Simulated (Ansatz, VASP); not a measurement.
# One calculation of CO2, two programs

The input INCAR:

```
  ALGO = Normal
  EDIFF = 1E-7
  EDIFFG = -0.005
  ENCUT = 600
  GGA = PE
  IBRION = 2
  ISIF = 3
  ISMEAR = 0
  IVDW = 12
  LASPH = T
  LCHARG = F
  LREAL = F
  LWAVE = F
  NELM = 80
  NSW = 100
  PREC = Accurate
  SIGMA = 0.02
```

Contents of KPOINTS:

```
k-points
0
Gamma
  6 6 4
```

The input POSCAR:

```
CO2
1.0
    2.6359112300     -2.3873781200      0.0000000000
    2.6359112300      2.3873781200      0.0000000000
    0.0000000000      0.0000000000      6.5871749100
C O
2 4
Direct
    0.0000000000      0.0000000000      0.0000000000
    0.5000000000      0.5000000000      0.5000000000
    0.8065085700      0.1934914300      0.8918433900
    0.1934914300      0.8065085700      0.1081566100
    0.6934914300      0.3065085700      0.3918433900
    0.3065085700      0.6934914300      0.6081566100
```

Input for Ansatz:

```yaml
crystal:
  lattice:
    - [2.63591123, -2.38737812, 0.0]
    - [2.63591123, 2.38737812, 0.0]
    - [0.0, 0.0, 6.58717491]
  atoms:
    - { symbol: C, position: [0.0, 0.0, 0.0] }
    - { symbol: C, position: [0.5, 0.5, 0.5] }
    - { symbol: O, position: [0.80650857, 0.19349143, 0.89184339] }
    - { symbol: O, position: [0.19349143, 0.80650857, 0.10815661] }
    - { symbol: O, position: [0.69349143, 0.30650857, 0.39184339] }
    - { symbol: O, position: [0.30650857, 0.69349143, 0.60815661] }
basis:
  ecutwfc: 420
kpoints:
  mp_grid: { grid: [6, 6, 4] }
hamiltonian:
  xc: pbe
  dispersion: d3bj
scf:
  occupations: { method: gaussian, width: 0.02 }
output:
  forces: true
  stress: true
  eigenvalues: true
relax:
  adjacent_minimum: "off"
  f_tol: 0.005
  max_steps: 80
  cell: { stress_tol: 0.05 }
```

Alike in both runs: task relaxation of cell and atoms; functional PBE; dispersion D3(BJ); k mesh 6 × 6 × 4; occupations gaussian, width 0.02 eV; no spin polarisation.

```csv
,VASP,Ansatz
version,VASP 6.6.1,Ansatz 0.2.0
potentials or method,"VASP PAW PBE potentials, release 64 (C, O), cutoff 600 eV","scalar-relativistic, plane waves, PAW"
valence electrons in the cell,32,32
```

Ansatz gave:

- gap on the k mesh at the Fermi level, each at its own relaxed structure (eV): 6.53
- relaxed volume (Å³/atom): 15.79
- relaxed length of the cell vector where the two differ most in proportion (Å): 6.743

Task: What did VASP give for the same quantities?

Result: gap on the k mesh at the Fermi level, each at its own relaxed structure (eV): 6.48; relaxed volume (Å³/atom): 15.07; relaxed length of the cell vector where the two differ most in proportion (Å): 6.579.

Noted on VASP's run: the standard files for N, O and F lose accuracy on very short bonds.
